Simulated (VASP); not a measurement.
# Si2W (I4/mmm) in VASP: a series of runs

Si2W is run at these levels: LDA; tasks: single point.

All numbers are computed with VASP 6.6.1; they aren't measurements. Logs are shortened: lines on timing, memory, paths and dates and some standing lists are left out, and cuts for length are marked.

**1. The cell of the first run**

The structure is tetragonal, space group I4/mmm (No. 139). Conventional cell: a = 3.212 Å, b = 3.212 Å, c = 7.644 Å, α = 90.00°, β = 90.00°, γ = 90.00°. Within 3.4 Å of Si (site symmetry 4mm) lie 5 W at 2.55 to 2.61 Å and 9 Si at 2.55 to 3.21 Å. Within 3.4 Å of W (site symmetry 4/mmm) lie 10 Si at 2.55 to 2.61 Å and 4 W at 3.21 Å.

**2. Single point, LDA (zz strain of -3 %)**

INCAR reads:

```
ALGO = Normal
EDIFF = 1E-6
ENCUT = 520
ISIF = 2
ISMEAR = -1
ISYM = 0
LASPH = True
LCHARG = True
LELF = True
LREAL = False
LVHAR = True
LWAVE = False
NBANDS = 18
NELM = 100
PREC = Accurate
SIGMA = 0.05
```

KPOINTS reads:

```
k-points
0
Gamma
  11 11 14
```

POSCAR reads:

```
Si2W
1.0
   -1.6060000000      1.6060000000      3.8218000000
    1.6060000000     -1.6060000000      3.8218000000
    1.6060000000      1.6060000000     -3.8218000000
Si W
2 1
Direct
    0.3330000000      0.3330000000      0.0000000000
    0.6670000000      0.6670000000      0.0000000000
    0.0000000000      0.0000000000      0.0000000000
```

Potentials or basis: VASP PAW LDA potentials, release 64 (Si, W_sv).

The run is started by

```sh
$ cat potpaw_LDA.64/Si/POTCAR potpaw_LDA.64/W_sv/POTCAR > POTCAR
$ mpirun -np 1 vasp_std > vasp.out
```

OUTCAR:

```text
EDIFF = 1E-6
   ENCUT = 520
   ISIF = 2
   ISMEAR = -1
   ISYM = 0
   LASPH = True
   LREAL = False
   NELM = 100
   PREC = Accurate

 ion  position               nearest neighbor table
   1  0.333  0.333  0.000-   3 2.55   2 2.55   2 2.60   2 2.60   2 2.60   2 2.60   3 2.61   3 2.61
                             3 2.61   3 2.61
   2  0.667  0.667  0.000-   3 2.55   1 2.55   1 2.60   1 2.60   1 2.60   1 2.60   3 2.61   3 2.61
                             3 2.61   3 2.61
   3  0.000  0.000  0.000-   1 2.55   2 2.55   2 2.61   1 2.61   2 2.61   2 2.61   2 2.61   1 2.61
                             1 2.61   1 2.61

IMPORTANT INFORMATION: All symmetrisations will be switched off!
NOSYMM: (Re-)initialisation of all symmetry stuff for point group C_1.

----------------------------------------------------------------------------------------

                                     Primitive cell

  volume of cell :      39.4293

  direct lattice vectors                    reciprocal lattice vectors
    -1.606000000  1.606000000  3.821800000     0.000000000  0.311332503  0.130828405
     1.606000000 -1.606000000  3.821800000     0.311332503  0.000000000  0.130828405
     1.606000000  1.606000000 -3.821800000     0.311332503  0.311332503  0.000000000

  length of vectors
     4.445742597  4.445742597  4.445742597     0.337704011  0.337704011  0.440290648

  position of ions in fractional coordinates (direct lattice)
     0.333000000  0.333000000  0.000000000
     0.667000000  0.667000000  0.000000000
     0.000000000  0.000000000  0.000000000

  ion indices of the primitive-cell ions
   primitive index   ion index
                 1           1
                 2           2
                 3           3

----------------------------------------------------------------------------------------

 KPOINTS: k-points

Automatic generation of k-mesh.
 Grid dimensions read from file:
 generate k-points for:   11   11   14

 Generating k-lattice:

  Cartesian coordinates                     Fractional coordinates (reciprocal lattice)
     0.000000000  0.028302955  0.011893491     0.090909091 -0.000000000  0.000000000
     0.028302955  0.000000000  0.011893491    -0.000000000  0.090909091  0.000000000
     0.022238036  0.022238036  0.000000000     0.000000000  0.000000000  0.071428571

  Length of vectors
     0.030700365  0.030700365  0.031449332

  Shift w.r.t. Gamma in fractional coordinates (k-lattice)
     0.000000000  0.000000000  0.000000000

 -----------------------------------------------------------------------------
|                                                                             |
|           W    W    AA    RRRRR   N    N  II  N    N   GGGG   !!!           |
|           W    W   A  A   R    R  NN   N  II  NN   N  G    G  !!!           |
|           W    W  A    A  R    R  N N  N  II  N N  N  G       !!!           |
|           W WW W  AAAAAA  RRRRR   N  N N  II  N  N N  G  GGG   !            |
|           WW  WW  A    A  R   R   N   NN  II  N   NN  G    G                |
|           W    W  A    A  R    R  N    N  II  N    N   GGGG   !!!           |
|                                                                             |
|     Your reciprocal lattice and k-lattice belong to different lattice       |
|     classes:                                                                |
|                                                                             |
|        The reciprocal lattice is body-centered tetragonal,                  |
|        whereas your k-lattice is base-centered monoclinic.                  |
|                                                                             |
|     Results are often still useful ...                                      |
|                                                                             |
 -----------------------------------------------------------------------------

 WARNING: IBZKPT: internal override: KBLOWUP is changed to .FALSE.
      ... skipping the blow-up phase ...

 Subroutine IBZKPT returns following result:
 ===========================================

 Found    848 irreducible k-points:

 Following reciprocal coordinates:
            Coordinates               Weight
  0.000000  0.000000  0.000000      1.000000
  0.090909  0.000000 -0.000000      2.000000
  0.181818  0.000000  0.000000      2.000000
  0.272727  0.000000 -0.000000      2.000000
  0.363636  0.000000  0.000000      2.000000
  0.454545  0.000000  0.000000      2.000000
[... 16 lines left out ...]
  0.454545  0.181818  0.000000      2.000000
 -0.454545  0.181818  0.000000      2.000000
 [... further k-points ...]
   k-points           NKPTS =    848   k-points in BZ     NKDIM =    848   number of bands    NBANDS=     18
   number of dos      NEDOS =    301   number of ions     NIONS =      3
   total plane-waves  NPLWV =  46656
   dimension x,y,z NGX =    36 NGY =   36 NGZ =   36
   dimension x,y,z NGXF=    72 NGYF=   72 NGZF=   72
   ions per type =               2   1
   NGX,Y,Z   is equivalent  to a cutoff of  13.46, 13.46, 13.46 a.u.
   NGXF,Y,Z  is equivalent  to a cutoff of  26.92, 26.92, 26.92 a.u.
 SYSTEM =  unknown system
   PREC   = accura    normal or accurate (medium, high low for compatibility)
   ISTART =      0    job   : 0-new  1-cont  2-samecut
   ICHARG =      2    charge: 1-file 2-atom 10-const
   ISPIN  =      1    spin polarized calculation?
   LNONCOLLINEAR =      F non collinear calculations
   LSORBIT =      F    spin-orbit coupling
   LASPH  =      T    aspherical Exc in radial PAW
   ENCUT  =  520.0 eV  38.22 Ry    6.18 a.u.   8.27  8.27  8.27*2*pi/ulx,y,z
   NELM   =    100;   NELMIN=  2; NELMDL= -5     # of ELM steps
   EDIFF  = 0.1E-05   stopping-criterion for ELM
   LREAL  =      F    real-space projection
   EDIFFG = 0.1E-04   stopping-criterion for IOM
   NSW    =      0    number of steps for IOM
   IBRION =     -1    ionic relax: 0-MD 1-quasi-New 2-CG
   NFREE  =      0    steps in history (QN), initial steepest desc. (CG)
   ISIF   =      2    stress and relaxation
   ISYM   =      0    0-nonsym 1-usesym 2-fastsym
   POTIM  = 0.5000    time-step for ionic-motion
   TEBEG  =    0.0;   TEEND  =   0.0 temperature during run
   PSTRESS=    0.0 pullay stress
   NELECT =      22.0000    total number of electrons
   NUPDOWN=      -1.0000    fix difference up-down
   EMIN   =  10.00;   EMAX   =-10.00  energy-range for DOS
   EFERMI =   0.00;   METHOD = LEGACY
   ISMEAR =    -1;   SIGMA  =   0.05  broadening in eV -4-tet -1-fermi 0-gaus
   EFERMI_NEDOS =   21; number of points for ismear=-14 and -15
   IALGO  =     38    algorithm
   IMIX   =      4    mixing-type and parameters
     AMIX     =   0.40;   BMIX     =  1.00
     AMIX_MAG =   1.60;   BMIX_MAG =  1.00
  volume/ion in A,a.u.               =      13.14        88.69
  Fermi-wavevector in a.u.,A,eV,Ry     =   1.347750  2.546878 24.714036  1.816430
  Thomas-Fermi vector in A             =   2.475475
   LORBIT       =      0    0 simple, 1 ext, 2 COOP (PROOUT), +10 PAW based schemes
   GGA     = CA    functional components
   LHFCALC =     F    Hartree Fock is set to
   AEXX    =    0.0000 exact exchange contribution
   IVDW    =     0    specifies the selected vdW correction
   LEPSILON=     F    determine dielectric tensor
   LRPA    =     F    only Hartree local field effects (RPA)
 non-spin polarized calculation
  energy-cutoff  :      520.00
  volume of cell :       39.43
 maximum number of plane-waves:      1079
 NGX is ok and might be reduce to    36
   NGX = 17   NGY = 17   NGZ = 17

 number of electron      22.0000000 magnetization

 Free energy of the ion-electron system (eV)
  ---------------------------------------------------
  ext. energy  EPLUGINS =         0.00000000
  ---------------------------------------------------
  free energy    TOTEN  =       -27.33028086 eV

  energy without entropy =      -27.32847940  energy(sigma->0) =      -27.32938013

 E-fermi :  12.2125     XC(G=0): -12.7643

 val. band max:       12.1845669184   @ k =   0.0000   0.0909  -0.0000
 cond. band min:      12.2240500766   @ k =   0.4545   0.4545   0.3571
 fundamental gap:      0.0394831583
 Fermi energy:        12.2125282782

 k-point     1 :       0.0000    0.0000    0.0000
  band No.  band energies     occupation
      1     -61.1075      2.00000
      2     -25.6525      2.00000
      3     -25.6289      2.00000
      4     -25.6286      2.00000
      5      -1.9606      2.00000
      6       5.3740      2.00000
[... 10 lines left out ...]
     17      18.1596      0.00000
     18      18.1599      0.00000

 k-point     2 :       0.0909    0.0000   -0.0000
  band No.  band energies     occupation
      1     -61.1069      2.00000
      2     -25.6514      2.00000
      3     -25.6469      2.00000
      4     -25.6271      2.00000
      5      -1.8008      2.00000
      6       5.3924      2.00000
[... 10 lines left out ...]
     17      18.1614      0.00000
     18      18.6431      0.00000

 k-point     3 :       0.1818    0.0000    0.0000
  band No.  band energies     occupation
      1     -61.1052      2.00000
      2     -25.6957      2.00000
      3     -25.6481      2.00000
      4     -25.6227      2.00000
      5      -1.3312      2.00000
      6       5.3536      2.00000
[... 10 lines left out ...]
     17      18.5301      0.00000
     18      19.7288      0.00000

 k-point     4 :       0.2727    0.0000   -0.0000
  band No.  band energies     occupation
      1     -61.1029      2.00000
      2     -25.7589      2.00000
      3     -25.6439      2.00000
      4     -25.6169      2.00000
      5      -0.5807      2.00000
      6       4.9116      2.00000
[... 375 lines left out ...]
      4     -25.6355      2.00000
      5       1.1838      2.00000
      6       3.7916      2.00000
[... 10 lines left out ...]
     17      19.5873      0.00000
     18      20.8862      0.00000

 k-point    23 :       0.4545    0.1818    0.0000
  band No.  band energies     occupation
      1     -61.0974      2.00000
      2     -25.8407      2.00000
      3     -25.6720      2.00000
      4     -25.6317      2.00000
      5       2.2677      2.00000
      6       2.7703      2.00000
[... 10 lines left out ...]
     17      19.7902      0.00000
     18      21.2927      0.00000

 k-point    24 :      -0.4545    0.1818    0.0000
  band No.  band energies     occupation
      1     -61.0974      2.00000
      2     -25.8406      2.00000
      3     -25.6718      2.00000
      4     -25.6302      2.00000
      5       1.6263      2.00000
      6       3.4283      2.00000
[... 10 lines left out ...]
     17      19.5428      0.00000
     18      20.9400      0.00000

 [... further k-points ...]

------------------------ aborting loop because EDIFF is reached ----------------------------------------

  FORCE on cell =-STRESS in cart. coord.  units (eV):
  Direction    XX          YY          ZZ          XY          YZ          ZX
  --------------------------------------------------------------------------------------
  -------------------------------------------------------------------------------------
  Total       -0.6389970     -0.6389999      2.2196574      0.0173907      0.0023565      0.0023572
  in kB      -25.9651239    -25.9652400     90.1939709      0.7066550      0.0957552      0.0957817
  external PRESSURE =      12.7545356 kB  Pullay stress =       0.0000000 kB

 VOLUME and BASIS-vectors are now :
 -----------------------------------------------------------------------------
  energy-cutoff  :      520.00
  volume of cell :       39.43
      direct lattice vectors                 reciprocal lattice vectors
    -1.606000000  1.606000000  3.821800000     0.000000000  0.311332503  0.130828405
     1.606000000 -1.606000000  3.821800000     0.311332503  0.000000000  0.130828405
     1.606000000  1.606000000 -3.821800000     0.311332503  0.311332503  0.000000000

 POSITION                                       TOTAL-FORCE (eV/Angst)
 -----------------------------------------------------------------------------------
      0.00000      0.00000      2.54532        -0.000708     -0.000708      0.277409
      0.00000      0.00000      5.09828         0.000708      0.000707     -0.277409
      0.00000      0.00000      0.00000         0.000000      0.000000      0.000000
 -----------------------------------------------------------------------------------
    total drift:                                0.000000      0.000000      0.000000

  FREE ENERGIE OF THE ION-ELECTRON SYSTEM (eV)
  ---------------------------------------------------
  free  energy   TOTEN  =       -27.3302808582 eV

  energy  without entropy=      -27.3284793953  energy(sigma->0) =      -27.32938013
```

It took 19 min on 1 thread of Intel Xeon 8259CL, shared host; peak memory 0.63 GiB.

What came out:

| Quantity | Value |
| --- | --- |
| Free energy | -27.3303 eV |
| Pressure | 1.3 GPa |
| Largest force | 0.277 eV/Å |
| Band gap on the k mesh | zero (bands 11 and 12 overlap by 1.10 eV) |

Forces in eV/Å, atoms in the order of the input:
```
Si  -0.001 -0.001  0.277
Si   0.001  0.001 -0.277
W    0.000  0.000  0.000
```

Stress tensor (GPa, compression positive):
```
-2.60  0.07  0.01
 0.07 -2.60  0.01
 0.01  0.01  9.02
```

Caveat: the cell differs from its parent crystal (zz strain of -3 %); spin-orbit coupling is left out, which moves the levels of the heavy elements.

**3. Single point, LDA (14.36 Å³/atom)**

This run uses another cell than the first one, of 14.36 Å³/atom.

INCAR reads:

```
SYSTEM = Si2W
ALGO = Normal ; EDIFF = 1E-6
ENCUT = 500 ; GGA_COMPAT = .FALSE.
ISIF = 2 ; ISMEAR = -1
ISYM = 0 ; LASPH = .TRUE.
LCHARG = .FALSE. ; LREAL = .FALSE.
LWAVE = .FALSE. ; NBANDS = 18
NELM = 120 ; PREC = Accurate
SIGMA = 0.05
```

KPOINTS reads:

```
k-points
0
G
  11 11 14
  0 0 0
```

POSCAR reads:

```
Si2W
1.0
   -1.6374981928      1.6374981928      4.0172745203
    1.6374981928     -1.6374981928      4.0172745203
    1.6374981928      1.6374981928     -4.0172745203
Si W
2 1
Direct
    0.3330000000      0.3330000000      0.0000000000
    0.6670000000      0.6670000000      0.0000000000
    0.0000000000      0.0000000000      0.0000000000
```

Potentials or basis: VASP PAW LDA potentials, release 64 (Si, W_sv).

The run is started by

```sh
$ cat potpaw_LDA.64/Si/POTCAR potpaw_LDA.64/W_sv/POTCAR > POTCAR
$ mpirun -np 1 vasp_std > vasp.out
```

Run time: 17 min. Hardware: 1 thread of Intel Xeon 8259CL, shared host; peak memory 0.65 GiB.

The run converged. Its results:

```yaml
Free_energy: -27.1434 eV
Pressure: -17.4 GPa
Largest_force: 0.421 eV/Å
Band_gap_on_the_k_mesh: zero (bands 11 and 12 overlap by 1.16 eV)
```

Forces on the atoms (eV/Å):
```
Si   0.000  0.000  0.421
Si   0.000  0.000 -0.421
W    0.000  0.000  0.000
```

Stress tensor (GPa, compression positive):
```
-16.04   0.05   0.00
  0.05 -16.04   0.00
  0.00   0.00 -20.19
```

Levels at points of the mesh, in eV from the Fermi level:
| k point | band 7 | band 8 | band 9 | band 10 | band 11 | band 12 | band 13 | band 14 | band 15 | band 16 |
| --- | --- | --- | --- | --- | --- | --- | --- | --- | --- | --- |
| (0.00, 0.00, 0.00) | -3.86 | -3.02 | -2.66 | -2.66 | 0.62 | 2.34 | 3.08 | 3.08 | 3.18 | 4.18 |
| (0.00, 0.00, 0.50) | -5.66 | -5.54 | -4.76 | -3.02 | -1.55 | 2.44 | 2.66 | 2.79 | 3.54 | 4.39 |

Caveat: the cell stands under tension; spin-orbit coupling is left out, which moves the levels of the heavy elements.

**4. Single point, LDA (13.28 Å³/atom)**

This run uses another cell than the first one, of 13.28 Å³/atom.

INCAR reads:

```
  PREC = Accurate
  ENCUT = 520
  EDIFF = 1E-7
  ISMEAR = -1
  SIGMA = 0.05
  LREAL = False
  LASPH = True
  NELM = 60
  ALGO = Normal
  ISIF = 2
  LWAVE = False
  LCHARG = False
  ISYM = 0
  NBANDS = 18
```

KPOINTS reads:

```
Automatic mesh
0
Gamma
  11 11 14
```

POSCAR reads:

```
Si2W
1.0
   -1.5952211517      1.5952211517      3.9135562502
    1.5952211517     -1.5952211517      3.9135562502
    1.5952211517      1.5952211517     -3.9135562502
Si W
2 1
Direct
    0.3330000000      0.3330000000      0.0000000000
    0.6670000000      0.6670000000      0.0000000000
    0.0000000000      0.0000000000      0.0000000000
```

The run is started by

```sh
$ cat potpaw_LDA.64/Si/POTCAR potpaw_LDA.64/W_sv/POTCAR > POTCAR
$ mpirun -np 1 vasp_std > vasp.out
```

Wall time 21 min (1 thread of Intel Xeon 8259CL, shared host); peak memory 0.65 GiB.

It converged, with:

| Property | Result |
| --- | --- |
| Free energy | -27.3510 eV |
| Pressure | -2.0 GPa |
| Largest force | 0.276 eV/Å |
| Band gap on the k mesh | zero (bands 11 and 12 overlap by 1.28 eV) |

Forces on the atoms (eV/Å):
```
Si   0.000  0.000  0.276
Si   0.000  0.000 -0.276
W    0.000  0.000  0.000
```

Stress tensor (GPa, compression positive):
```
-1.15  0.04  0.00
 0.04 -1.15  0.00
 0.00  0.00 -3.77
```

Levels at points of the mesh, in eV from the Fermi level:
```tsv
k point	band 7	band 8	band 9	band 10	band 11	band 12	band 13	band 14	band 15	band 16
(0.00, 0.00, 0.00)	-3.79	-3.41	-2.90	-2.90	0.66	2.79	2.88	3.27	3.27	4.60
(0.00, 0.00, 0.50)	-6.04	-5.54	-5.09	-3.36	-1.61	2.71	2.99	3.16	3.80	4.42
```

Caveat: spin-orbit coupling is left out, which moves the levels of the heavy elements.

**5. The runs side by side**

```tsv
cell	cutoff (eV)	gap on the mesh (eV)	pressure (GPa)	largest force (eV/Å)
a = 4.446 Å, angles 137.6, 137.6, 61.4°, 3 atoms	520	none	1.3	0.28
a = 4.637 Å, angles 138.6, 138.6, 59.9°, 3 atoms	500	none	-17.4	0.42
a = 4.517 Å, angles 138.6, 138.6, 59.9°, 3 atoms	520	none	-2.0	0.28
```

Alike in all rows: task single point; level LDA; potentials or basis VASP PAW LDA potentials, release 64 (Si, W_sv); no spin polarisation; k mesh 11 × 11 × 14; smearing fermi-dirac 0.05 eV.

Caveats: spin-orbit coupling is left out, which moves the levels of the heavy elements; the cell stands under tension (at least some runs).

Total energies depend on the potentials used, so only differences within one code and one set of settings carry meaning.
